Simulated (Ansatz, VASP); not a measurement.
Si3N4 in VASP and in Ansatz

```
CELL_PARAMETERS angstrom
7.61934 0.00000 0.00000
-3.80967 6.59854 0.00000
0.00000 0.00000 2.91125
ATOMIC_POSITIONS crystal
Si 0.76783 0.17408 0.25000
Si 0.59376 0.76783 0.75000
Si 0.82592 0.59376 0.25000
Si 0.23217 0.82592 0.75000
Si 0.40624 0.23217 0.25000
Si 0.17408 0.40624 0.75000
N 0.02988 0.32994 0.25000
N 0.69994 0.02988 0.75000
N 0.67006 0.69994 0.25000
N 0.97012 0.67006 0.75000
N 0.30006 0.97012 0.25000
N 0.32994 0.30006 0.75000
N 0.66667 0.33333 0.25000
N 0.33333 0.66667 0.75000
```

Alike in both runs: functional PBE; dispersion D3(BJ); k mesh 6 × 6 × 8; occupations gaussian, width 0.02 eV; no spin polarisation.

Ansatz relaxed the structure, and its values are those at the end. VASP's run is a single point on that final structure, the one shown.

```csv
,VASP,Ansatz
version,VASP 6.6.1,Ansatz 0.2.0
potentials or method,"VASP PAW PBE potentials, release 64 (Si, N), cutoff 520 eV","scalar-relativistic, plane waves, PAW"
valence electrons in the cell,64,64
```

|  | VASP | Ansatz | Ansatz less VASP |
| --- | --- | --- | --- |
| gap on the k mesh at the Fermi level (eV) | 4.32 | 4.33 | +0.012 |
| least direct gap on the mesh (eV) | 4.51 | 4.52 | +0.011 |
| pressure (GPa) | -0.3 | 0.0 | +0.29 |
